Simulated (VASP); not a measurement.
# ScAl (Pm-3m) in VASP: a series of runs

Runs on ScAl. Level: LDA. Tasks: single point.

All numbers are computed with VASP 6.6.1; they aren't measurements. Logs are shortened: lines on timing, memory, paths and dates and some standing lists are left out, and cuts for length are marked.

### 1 The cell of the first run

The structure is cubic, space group Pm-3m (No. 221). Conventional cell: a = 3.370 Å, b = 3.370 Å, c = 3.370 Å, α = 90.00°, β = 90.00°, γ = 90.00°. Within 3.8 Å of Sc (site symmetry m-3m) lie 8 Al at 2.92 Å and 6 Sc at 3.37 Å. Al (site symmetry m-3m) has 8 Sc at 2.92 Å and 6 Al at 3.37 Å within 3.8 Å.

### 2 Single point, LDA

File INCAR:

```
SYSTEM = ScAl
ALGO = Normal ; EDIFF = 1E-6
ENCUT = 500 ; GGA = CA
GGA_COMPAT = .FALSE. ; ISIF = 2
ISMEAR = -1 ; LASPH = .TRUE.
LCHARG = .FALSE. ; LREAL = .FALSE.
LWAVE = .FALSE. ; NBANDS = 14
NELM = 120 ; PREC = Accurate
SIGMA = 0.05
```

File KPOINTS:

```
k-points
0
G
  10 10 10
  0 0 0
```

File POSCAR:

```
ScAl
1.0
    3.3703489700      0.0000000000      0.0000000000
    0.0000000000      3.3703489700      0.0000000000
    0.0000000000      0.0000000000      3.3703489700
Sc Al
1 1
Direct
    0.5000000000      0.5000000000      0.5000000000
    0.0000000000      0.0000000000      0.0000000000
```

Potentials or basis: VASP PAW LDA potentials, release 64 (Sc_sv, Al).

Run with:

```sh
cat potpaw_LDA.64/Sc_sv/POTCAR potpaw_LDA.64/Al/POTCAR > POTCAR
mpirun -np 1 vasp_std > vasp.out
```

OUTCAR:

```text
SYSTEM = ScAl
   EDIFF = 1E-6
   ENCUT = 500
   GGA = CA
   ISIF = 2
   ISMEAR = -1
   LASPH = .TRUE.
   LREAL = .FALSE.
   NELM = 120
   PREC = Accurate

 ion  position               nearest neighbor table
   1  0.500  0.500  0.500-   2 2.92   2 2.92   2 2.92   2 2.92   2 2.92   2 2.92   2 2.92   2 2.92

   2  0.000  0.000  0.000-   1 2.92   1 2.92   1 2.92   1 2.92   1 2.92   1 2.92   1 2.92   1 2.92

  LATTYP: Found a simple cubic cell.
 ALAT       =     3.3703489700

  Lattice vectors:

 A1 = (   3.3703489700,   0.0000000000,   0.0000000000)
 A2 = (   0.0000000000,   3.3703489700,   0.0000000000)
 A3 = (   0.0000000000,   0.0000000000,   3.3703489700)

Analysis of symmetry for initial positions (statically):
=====================================================================
 Subroutine PRICEL returns:
 Original cell was already a primitive cell.

 Routine SETGRP: Setting up the symmetry group for a
 simple cubic supercell.

 Subroutine GETGRP returns: Found 48 space group operations
 (whereof 48 operations were pure point group operations)
 out of a pool of 48 trial point group operations.

The static configuration has the point symmetry O_h .

Analysis of symmetry for dynamics (positions and initial velocities):
=====================================================================
 Subroutine PRICEL returns:
 Original cell was already a primitive cell.

 Routine SETGRP: Setting up the symmetry group for a
 simple cubic supercell.

 Subroutine GETGRP returns: Found 48 space group operations
 (whereof 48 operations were pure point group operations)
 out of a pool of 48 trial point group operations.

The dynamic configuration has the point symmetry O_h .

 Subroutine INISYM returns: Found 48 space group operations
 (whereof 48 operations are pure point group operations),
 and found     1 'primitive' translations

----------------------------------------------------------------------------------------

                                     Primitive cell

  volume of cell :      38.2846

  direct lattice vectors                    reciprocal lattice vectors
     3.370348970  0.000000000  0.000000000     0.296705181  0.000000000  0.000000000
     0.000000000  3.370348970  0.000000000     0.000000000  0.296705181  0.000000000
[... 92 lines left out ...]
   ISYM   =      2    0-nonsym 1-usesym 2-fastsym
   POTIM  = 0.5000    time-step for ionic-motion
   TEBEG  =    0.0;   TEEND  =   0.0 temperature during run
   PSTRESS=    0.0 pullay stress
   NELECT =      14.0000    total number of electrons
   NUPDOWN=      -1.0000    fix difference up-down
   EMIN   =  10.00;   EMAX   =-10.00  energy-range for DOS
   EFERMI =   0.00;   METHOD = LEGACY
   ISMEAR =    -1;   SIGMA  =   0.05  broadening in eV -4-tet -1-fermi 0-gaus
   EFERMI_NEDOS =   21; number of points for ismear=-14 and -15
   IALGO  =     38    algorithm
   IMIX   =      4    mixing-type and parameters
     AMIX     =   0.40;   BMIX     =  1.00
     AMIX_MAG =   1.60;   BMIX_MAG =  1.00
  volume/ion in A,a.u.               =      19.14       129.18
  Fermi-wavevector in a.u.,A,eV,Ry     =   1.170692  2.212287 18.647052  1.370520
  Thomas-Fermi vector in A             =   2.307147
   LORBIT       =      0    0 simple, 1 ext, 2 COOP (PROOUT), +10 PAW based schemes
   GGA     = CA    functional components
   LHFCALC =     F    Hartree Fock is set to
   AEXX    =    0.0000 exact exchange contribution
   IVDW    =     0    specifies the selected vdW correction
   LEPSILON=     F    determine dielectric tensor
   LRPA    =     F    only Hartree local field effects (RPA)
 non-spin polarized calculation
  energy-cutoff  :      500.00
  volume of cell :       38.28
 maximum number of plane-waves:       996
 NGX is ok and might be reduce to    28
   NGX = 13   NGY = 13   NGZ = 13

 number of electron      14.0000002 magnetization

 Free energy of the ion-electron system (eV)
  ---------------------------------------------------
  ext. energy  EPLUGINS =         0.00000000
  ---------------------------------------------------
  free energy    TOTEN  =       -11.86572143 eV

  energy without entropy =      -11.85881898  energy(sigma->0) =      -11.86227020

 E-fermi :   5.8436     XC(G=0): -10.5339

 val. band max:        5.8172536559   @ k =   0.5000   0.5000   0.2000
 cond. band min:       5.8654846160   @ k =   0.4000   0.4000   0.0000
 fundamental gap:      0.0482309601
 Fermi energy:         5.8436499579

 k-point     1 :       0.0000    0.0000    0.0000
  band No.  band energies     occupation
      1     -43.0171      2.00000
      2     -21.9434      2.00000
      3     -21.9434      2.00000
      4     -21.9434      2.00000
      5      -2.5820      2.00000
      6       5.1541      2.00000
      7       5.1541      2.00000
      8       8.4760      0.00000
      9       8.4760      0.00000
     10       8.4760      0.00000
     11       9.5636      0.00000
     12       9.5636      0.00000
     13       9.5636      0.00000
     14      14.4897      0.00000
[... 377 lines left out ...]
      1     -43.0040      2.00000
      2     -22.0611      2.00000
      3     -21.9490      2.00000
      4     -21.9473      2.00000
      5      -1.1049      2.00000
      6       3.5566      2.00000
      7       5.5263      1.99650
      8       6.8011      0.00000
      9       6.8213      0.00000
     10       8.1860      0.00000
     11       9.2236      0.00000
     12      11.3915      0.00000
     13      11.5780      0.00000
     14      13.8501      0.00000

 [... further k-points ...]

------------------------ aborting loop because EDIFF is reached ----------------------------------------

  FORCE on cell =-STRESS in cart. coord.  units (eV):
  Direction    XX          YY          ZZ          XY          YZ          ZX
  --------------------------------------------------------------------------------------
  -------------------------------------------------------------------------------------
  Total       -1.0185572     -1.0185572     -1.0185572     -0.0000000     -0.0000000      0.0000000
  in kB      -42.6256873    -42.6256873    -42.6256873     -0.0000000     -0.0000000      0.0000000
  external PRESSURE =     -42.6256873 kB  Pullay stress =       0.0000000 kB

 VOLUME and BASIS-vectors are now :
 -----------------------------------------------------------------------------
  energy-cutoff  :      500.00
  volume of cell :       38.28
      direct lattice vectors                 reciprocal lattice vectors
     3.370348970  0.000000000  0.000000000     0.296705181  0.000000000  0.000000000
     0.000000000  3.370348970  0.000000000     0.000000000  0.296705181  0.000000000
     0.000000000  0.000000000  3.370348970     0.000000000  0.000000000  0.296705181

 POSITION                                       TOTAL-FORCE (eV/Angst)
 -----------------------------------------------------------------------------------
      1.68517      1.68517      1.68517         0.000000      0.000000      0.000000
      0.00000      0.00000      0.00000         0.000000      0.000000      0.000000
 -----------------------------------------------------------------------------------
    total drift:                                0.000000      0.000000      0.000000

  FREE ENERGIE OF THE ION-ELECTRON SYSTEM (eV)
  ---------------------------------------------------
  free  energy   TOTEN  =       -11.8657214258 eV

  energy  without entropy=      -11.8588189801  energy(sigma->0) =      -11.86227020
```

Wall time 49 s (1 thread of Intel Xeon 8259CL, shared host); peak memory 0.16 GiB.

What came out:

```yaml
Free_energy: -11.8657 eV
Pressure: -4.3 GPa
Band_gap_on_the_k_mesh: zero (bands 7 and 8 overlap by 1.11 eV)
```

Caveat: the cell stands under tension.

### 3 Single point, LDA, non-collinear spin, zero start, spin-orbit coupling

File INCAR:

```
  PREC = Accurate
  ENCUT = 500
  EDIFF = 1E-6
  ISMEAR = -1
  SIGMA = 0.05
  LREAL = F
  LASPH = T
  NELM = 200
  ALGO = Normal
  ISIF = 2
  LWAVE = F
  LCHARG = T
  MAGMOM = 0 0 0 0 0 0
  LORBIT = 11
  LSORBIT = T
  GGA_COMPAT = F
  LORBMOM = T
  LMAXMIX = 4
  LVHAR = T
  NBANDS = 26
```

File KPOINTS:

```
Automatic mesh
0
Gamma
  10 10 10
```

POSCAR is that of step 2.

Potentials or basis: VASP PAW LDA potentials, release 64 (Sc_sv, Al).

Run with:

```sh
cat potpaw_LDA.64/Sc_sv/POTCAR potpaw_LDA.64/Al/POTCAR > POTCAR
mpirun -np 1 vasp_ncl > vasp.out
```

Run time: 3.7 min. Hardware: 1 thread of Intel Xeon 8259CL, shared host; peak memory 0.25 GiB.

The run converged. Its results:

```
Free energy                                           : -11.8696 eV
Pressure                                              : -4.2 GPa
Net moment                                            : 0.00 μB per cell
Valence electrons inside the program's atomic spheres : Sc 9.52; Al 0.82
```

Moments on the atoms (μB; x, y, z):
```
Sc  0.00 0.00 0.00
Al  0.00 0.00 0.00
```

Caveat: the cell stands under tension.
